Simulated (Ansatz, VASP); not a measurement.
## Two plane-wave programs on Sc4SiS2

```xyz
7
Lattice="0.0000 0.0000 3.7267 3.6596 -5.2115 0.0001 3.6599 5.2117 -0.0003" Properties=species:S:1:pos:R:3 pbc="T T T"
Sc    3.6598   -2.6198    3.7267
Sc    1.8551    0.0000    1.8633
Sc    5.4645    0.0003    1.8632
Sc    3.6598    2.6198   -0.0001
Si    0.0001   -0.0001    0.0000
S     5.4898    2.6060    1.8631
S     5.4895   -2.6056    1.8633
```

Change from the starting cell: cell x1, atoms moved at random (sigma 0.15 Å) and cell strained at random (1.5 %), then relaxed without symmetry.

Alike in both runs: functional PBE; k mesh 6 × 4 × 4; occupations gaussian, width 0.2 eV; no spin polarisation.

Ansatz relaxed the structure, and its values are those at the end. VASP's run is a single point on that final structure, the one shown.

|  | VASP | Ansatz |
| --- | --- | --- |
| version | VASP 6.6.1 | Ansatz 0.2.0 |
| potentials or method | VASP PAW PBE potentials, release 64 (Sc_sv, Si, S), cutoff 520 eV | scalar-relativistic, plane waves, PAW |
| valence electrons in the cell | 60 | 60 |

```tsv
	VASP	Ansatz	Ansatz less VASP
gap on the k mesh at the Fermi level (eV)	none	none	-
pressure (GPa)	0.2	0.0	-0.17
rms of the force components (eV/Å)	0.005	0.001	-0.0041
```

A gap of «none» marks a metal or a gap that the smearing closes.
